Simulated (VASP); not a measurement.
Input of a VASP 6.6.1 run:

The input POSCAR:

```
Al
1.0
   -1.5912186900      1.6011638068      1.6011638068
    1.5912186900     -1.5812735732      1.5812735732
    1.5912186900      1.5812735732     -1.5812735732
Al
1
Direct
    0.0000000000      0.0000000000      0.0000000000
```

INCAR.step1

```
PREC     = Accurate       # precision mode
ENCUT    = 520            # plane-wave cutoff, eV
ISMEAR   = 0              # smearing method
SIGMA    = 0.15           # smearing width, eV
LREAL    = F              # projectors in reciprocal space
LASPH    = T              # aspherical terms in the spheres
NELM     = 80             # most SCF steps
NBANDS   = 8              # bands
GGA      = PE             # functional
ALGO     = Normal         # electronic algorithm
EDIFF    = 1E-4           # SCF threshold, eV
LWAVE    = T              # write WAVECAR
LCHARG   = F              # write CHGCAR
```

Contents of INCAR.step2:

```
PREC     = Accurate       # precision mode
ENCUT    = 520            # plane-wave cutoff, eV
EDIFF    = 1E-6           # SCF threshold, eV
ISMEAR   = 0              # smearing method
SIGMA    = 0.15           # smearing width, eV
LREAL    = F              # projectors in reciprocal space
LASPH    = T              # aspherical terms in the spheres
NELM     = 80             # most SCF steps
ALGO     = Normal         # electronic algorithm
ISIF     = 2              # what is computed and relaxed
LWAVE    = F              # write WAVECAR
LCHARG   = F              # write CHGCAR
METAGGA  = R2SCAN         # meta-GGA
LMIXTAU  = T            
NBANDS   = 8              # bands
ISTART   = 1
```

The input KPOINTS:

```
regular mesh
0
Gamma
  20 20 20
```

Potentials or basis: VASP PAW PBE potentials, release 64 (Al).

Launch:

```console
$ cat potpaw_PBE.64/Al/POTCAR > POTCAR
$ cp INCAR.step1 INCAR
$ mpirun -np 1 vasp_std > vasp.out
$ cp INCAR.step2 INCAR
$ mpirun -np 1 vasp_std > vasp.out
```

What does it give for the pressure?

0.2 GPa.

Estimate the band gap on the k mesh.

zero (an odd number of electrons rules out a gap without spin polarisation).

Stress tensor (GPa, compression positive):
```
 0.14  0.00  0.00
 0.00  0.19 -0.43
 0.00 -0.43  0.19
```

Caveat: the cell differs from its parent crystal (strain +0.0125 x Voigt [0, 0, 0, 1, 0, 0]); the PAW data sets were made with another functional, which shifts forces and pressure a little.
